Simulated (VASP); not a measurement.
# BP (zinc blende) (F-43m) in VASP: a series of runs, part 2 of 3

VASP 6.6.1. Earlier steps stand in the parts before.

### 4 Single point, PBEsol (volume scaled by 0.68)

Input file INCAR:

```
SYSTEM = BP
PREC = Accurate
ENCUT = 500
EDIFF = 1E-6
ISMEAR = 0
SIGMA = 0.05
LREAL = .FALSE.
LASPH = .TRUE.
NELM = 120
ALGO = Normal
ISIF = 2
LWAVE = .FALSE.
LCHARG = .FALSE.
GGA = PS
NBANDS = 11
GGA_COMPAT = .FALSE.
```

Input file KPOINTS:

```
regular mesh
0
G
  12 12 12
  0 0 0
```

Input file POSCAR:

```
BP
1.0
    0.0000000000      1.9939622563      1.9939622563
    1.9939622563      0.0000000000      1.9939622563
    1.9939622563      1.9939622563      0.0000000000
B P
1 1
Direct
    0.0000000000      0.0000000000      0.0000000000
    0.2500000000      0.2500000000      0.2500000000
```

Potentials or basis: VASP PAW PBE potentials, release 64 (B, P).

The run is started by

```console
> cat potpaw_PBE.64/B/POTCAR potpaw_PBE.64/P/POTCAR > POTCAR
> mpirun -np 1 vasp_std > vasp.out
```

OUTCAR:

```text
SYSTEM = BP
   PREC = Accurate
   ENCUT = 500
   EDIFF = 1E-6
   ISMEAR = 0
   LREAL = .FALSE.
   LASPH = .TRUE.
   NELM = 120
   ISIF = 2
   GGA = PS

 ion  position               nearest neighbor table
   1  0.000  0.000  0.000-   2 1.73   2 1.73   2 1.73   2 1.73
   2  0.250  0.250  0.250-   1 1.73   1 1.73   1 1.73   1 1.73

  LATTYP: Found a face centered cubic cell.
 ALAT       =     3.9879245126

  Lattice vectors:

 A1 = (   0.0000000000,   1.9939622563,   1.9939622563)
 A2 = (   1.9939622563,   0.0000000000,   1.9939622563)
 A3 = (   1.9939622563,   1.9939622563,   0.0000000000)

Analysis of symmetry for initial positions (statically):
=====================================================================
 Subroutine PRICEL returns:
 Original cell was already a primitive cell.

 Routine SETGRP: Setting up the symmetry group for a
 face centered cubic supercell.

 Subroutine GETGRP returns: Found 24 space group operations
 (whereof 24 operations were pure point group operations)
 out of a pool of 48 trial point group operations.

The static configuration has the point symmetry T_d .

Analysis of symmetry for dynamics (positions and initial velocities):
=====================================================================
 Subroutine PRICEL returns:
 Original cell was already a primitive cell.

 Routine SETGRP: Setting up the symmetry group for a
 face centered cubic supercell.

 Subroutine GETGRP returns: Found 24 space group operations
 (whereof 24 operations were pure point group operations)
 out of a pool of 48 trial point group operations.

The dynamic configuration has the point symmetry T_d .

 Subroutine INISYM returns: Found 24 space group operations
 (whereof 24 operations are pure point group operations),
 and found     1 'primitive' translations

----------------------------------------------------------------------------------------

                                     Primitive cell

  volume of cell :      15.8555

  direct lattice vectors                    reciprocal lattice vectors
     0.000000000  1.993962256  1.993962256    -0.250757003  0.250757003  0.250757003
     1.993962256  0.000000000  1.993962256     0.250757003 -0.250757003  0.250757003
     1.993962256  1.993962256  0.000000000     0.250757003  0.250757003 -0.250757003

  length of vectors
     2.819888466  2.819888466  2.819888466     0.434323870  0.434323870  0.434323870

  position of ions in fractional coordinates (direct lattice)
     0.000000000  0.000000000  0.000000000
     0.250000000  0.250000000  0.250000000

  ion indices of the primitive-cell ions
   primitive index   ion index
                 1           1
                 2           2

----------------------------------------------------------------------------------------

 KPOINTS: regular mesh

Automatic generation of k-mesh.
 Grid dimensions read from file:
 generate k-points for:   12   12   12

 Generating k-lattice:

  Cartesian coordinates                     Fractional coordinates (reciprocal lattice)
    -0.020896417  0.020896417  0.020896417     0.083333333  0.000000000  0.000000000
     0.020896417 -0.020896417  0.020896417     0.000000000  0.083333333  0.000000000
     0.020896417  0.020896417 -0.020896417     0.000000000  0.000000000  0.083333333

  Length of vectors
     0.036193656  0.036193656  0.036193656

  Shift w.r.t. Gamma in fractional coordinates (k-lattice)
     0.000000000  0.000000000  0.000000000

 Subroutine IBZKPT returns following result:
 ===========================================

 Found     72 irreducible k-points:

 Following reciprocal coordinates:
            Coordinates               Weight
  0.000000  0.000000  0.000000      1.000000
  0.083333  0.000000  0.000000      8.000000
  0.166667  0.000000  0.000000      8.000000
  0.250000  0.000000  0.000000      8.000000
  0.333333  0.000000  0.000000      8.000000
  0.416667  0.000000  0.000000      8.000000
[... 16 lines left out ...]
  0.500000  0.166667  0.000000     24.000000
 -0.416667  0.166667  0.000000     24.000000
 [... further k-points ...]
   k-points           NKPTS =     72   k-points in BZ     NKDIM =     72   number of bands    NBANDS=     11
   number of dos      NEDOS =    301   number of ions     NIONS =      2
   total plane-waves  NPLWV =  13824
   dimension x,y,z NGX =    24 NGY =   24 NGZ =   24
   dimension x,y,z NGXF=    48 NGYF=   48 NGZF=   48
   ions per type =               1   1
   NGX,Y,Z   is equivalent  to a cutoff of  14.15, 14.15, 14.15 a.u.
   NGXF,Y,Z  is equivalent  to a cutoff of  28.30, 28.30, 28.30 a.u.
 SYSTEM =  BP
   PREC   = accura    normal or accurate (medium, high low for compatibility)
   ISTART =      0    job   : 0-new  1-cont  2-samecut
   ICHARG =      2    charge: 1-file 2-atom 10-const
   ISPIN  =      1    spin polarized calculation?
   LNONCOLLINEAR =      F non collinear calculations
   LSORBIT =      F    spin-orbit coupling
   LASPH  =      T    aspherical Exc in radial PAW
   ENCUT  =  500.0 eV  36.75 Ry    6.06 a.u.   5.14  5.14  5.14*2*pi/ulx,y,z
   NELM   =    120;   NELMIN=  2; NELMDL= -5     # of ELM steps
   EDIFF  = 0.1E-05   stopping-criterion for ELM
   LREAL  =      F    real-space projection
   EDIFFG = 0.1E-04   stopping-criterion for IOM
   NSW    =      0    number of steps for IOM
   IBRION =     -1    ionic relax: 0-MD 1-quasi-New 2-CG
   NFREE  =      0    steps in history (QN), initial steepest desc. (CG)
   ISIF   =      2    stress and relaxation
   ISYM   =      2    0-nonsym 1-usesym 2-fastsym
   POTIM  = 0.5000    time-step for ionic-motion
   TEBEG  =    0.0;   TEEND  =   0.0 temperature during run
   PSTRESS=    0.0 pullay stress
   NELECT =       8.0000    total number of electrons
   NUPDOWN=      -1.0000    fix difference up-down
   EMIN   =  10.00;   EMAX   =-10.00  energy-range for DOS
   EFERMI =   0.00;   METHOD = LEGACY
   ISMEAR =     0;   SIGMA  =   0.05  broadening in eV -4-tet -1-fermi 0-gaus
   EFERMI_NEDOS =   21; number of points for ismear=-14 and -15
   IALGO  =     38    algorithm
   IMIX   =      4    mixing-type and parameters
     AMIX     =   0.40;   BMIX     =  1.00
     AMIX_MAG =   1.60;   BMIX_MAG =  1.00
  volume/ion in A,a.u.               =       7.93        53.50
  Fermi-wavevector in a.u.,A,eV,Ry     =   1.303300  2.462881 23.110750  1.698592
  Thomas-Fermi vector in A             =   2.434312
   LORBIT       =      0    0 simple, 1 ext, 2 COOP (PROOUT), +10 PAW based schemes
   GGA     = PS    functional components
   LHFCALC =     F    Hartree Fock is set to
   AEXX    =    0.0000 exact exchange contribution
   IVDW    =     0    specifies the selected vdW correction
   LEPSILON=     F    determine dielectric tensor
   LRPA    =     F    only Hartree local field effects (RPA)
 non-spin polarized calculation
 Gauss-broadening in eV      SIGMA  =   0.05
  energy-cutoff  :      500.00
  volume of cell :       15.86
 maximum number of plane-waves:       419
 NGX is ok and might be reduce to    24
   NGX = 11   NGY = 11   NGZ = 11

 number of electron       8.0000000 magnetization

 Free energy of the ion-electron system (eV)
  ---------------------------------------------------
  ext. energy  EPLUGINS =         0.00000000
  ---------------------------------------------------
  free energy    TOTEN  =       -11.53074426 eV

  energy without entropy =      -11.53074426  energy(sigma->0) =      -11.53074426

 E-fermi :  12.7606     XC(G=0): -12.7504

 val. band max:       12.5656467327   @ k =   0.0000   0.0000   0.0000
 cond. band min:      12.9676373425   @ k =   0.5000   0.5000   0.0000
 fundamental gap:      0.4019906098
 Fermi energy:        12.7606380733

 k-point     1 :       0.0000    0.0000    0.0000
  band No.  band energies     occupation
      1      -6.7347      2.00000
      2      12.5656      2.00000
      3      12.5656      2.00000
      4      12.5656      2.00000
      5      16.9787      0.00000
      6      16.9787      0.00000
      7      16.9787      0.00000
      8      25.8521      0.00000
      9      26.1132      0.00000
     10      26.1132      0.00000
     11      27.7511      0.00000
[... 309 lines left out ...]
 k-point    24 :      -0.4167    0.1667    0.0000
  band No.  band energies     occupation
      1      -1.2888      2.00000
      2       1.1503      2.00000
      3       7.6750      2.00000
      4       9.5910      2.00000
      5      16.1578      0.00000
      6      19.6096      0.00000
      7      21.3708      0.00000
      8      25.8916      0.00000
      9      27.3834      0.00000
     10      27.6708      0.00000
     11      32.3583      0.00000

 [... further k-points ...]
[... 5 lines left out ...]
  --------------------------------------------------------------------------------------
  -------------------------------------------------------------------------------------
  Total       12.5323552     12.5323552     12.5323552      0.0000000     -0.0000000     -0.0000000
  in kB     1266.3754506   1266.3754506   1266.3754506      0.0000000     -0.0000000     -0.0000000
  external PRESSURE =    1266.3754506 kB  Pullay stress =       0.0000000 kB

 VOLUME and BASIS-vectors are now :
 -----------------------------------------------------------------------------
  energy-cutoff  :      500.00
  volume of cell :       15.86
      direct lattice vectors                 reciprocal lattice vectors
     0.000000000  1.993962256  1.993962256    -0.250757003  0.250757003  0.250757003
     1.993962256  0.000000000  1.993962256     0.250757003 -0.250757003  0.250757003
     1.993962256  1.993962256  0.000000000     0.250757003  0.250757003 -0.250757003

 POSITION                                       TOTAL-FORCE (eV/Angst)
 -----------------------------------------------------------------------------------
      0.00000      0.00000      0.00000        -0.000000     -0.000000     -0.000000
      0.99698      0.99698      0.99698         0.000000      0.000000      0.000000
 -----------------------------------------------------------------------------------
    total drift:                               -0.000000     -0.000000     -0.000000

  FREE ENERGIE OF THE ION-ELECTRON SYSTEM (eV)
  ---------------------------------------------------
  free  energy   TOTEN  =       -11.5307442624 eV

  energy  without entropy=      -11.5307442624  energy(sigma->0) =      -11.53074426
```

OSZICAR:

```text
N       E                     dE             d eps       ncg     rms          rms(c)
DAV:   1     0.112730727340E+02    0.11273E+02   -0.43429E+03  1584   0.668E+02
DAV:   2    -0.128273427532E+02   -0.24100E+02   -0.23156E+02  2079   0.125E+02
DAV:   3    -0.133325535296E+02   -0.50521E+00   -0.50423E+00  1955   0.153E+01
DAV:   4    -0.133337462487E+02   -0.11927E-02   -0.11926E-02  1810   0.901E-01
DAV:   5    -0.133337495263E+02   -0.32776E-05   -0.32775E-05  1944   0.463E-02    0.121E+01
DAV:   6    -0.118212039053E+02    0.15125E+01   -0.24128E+00  1803   0.822E+00    0.645E+00
DAV:   7    -0.115411899959E+02    0.28001E+00   -0.83340E-01  1923   0.488E+00    0.174E+00
DAV:   8    -0.115306035744E+02    0.10586E-01   -0.38578E-02  1829   0.135E+00    0.258E-01
DAV:   9    -0.115307262525E+02   -0.12268E-03   -0.59401E-04  1842   0.188E-01    0.121E-01
DAV:  10    -0.115307427054E+02   -0.16453E-04   -0.75886E-05  1782   0.516E-02    0.250E-02
DAV:  11    -0.115307440718E+02   -0.13665E-05   -0.14714E-06  1862   0.884E-03    0.254E-02
DAV:  12    -0.115307442624E+02   -0.19061E-06   -0.54144E-07  1056   0.406E-03
   1 F= -.11530744E+02 E0= -.11530744E+02  d E =-.139237E-10
```

It took 13 s on 1 thread of Intel Xeon 8259CL, shared host; peak memory 0.14 GiB.

Results:

- Free energy: -11.5307 eV
- Pressure: 126.6 GPa
- Band gap on the k mesh: 0.40 eV, indirect (least direct gap 4.37 eV)

Caveat: the PAW data sets were made with another functional, which shifts forces and pressure a little. A k mesh can miss the band edges.

(Part 2 of 3 ends here.)
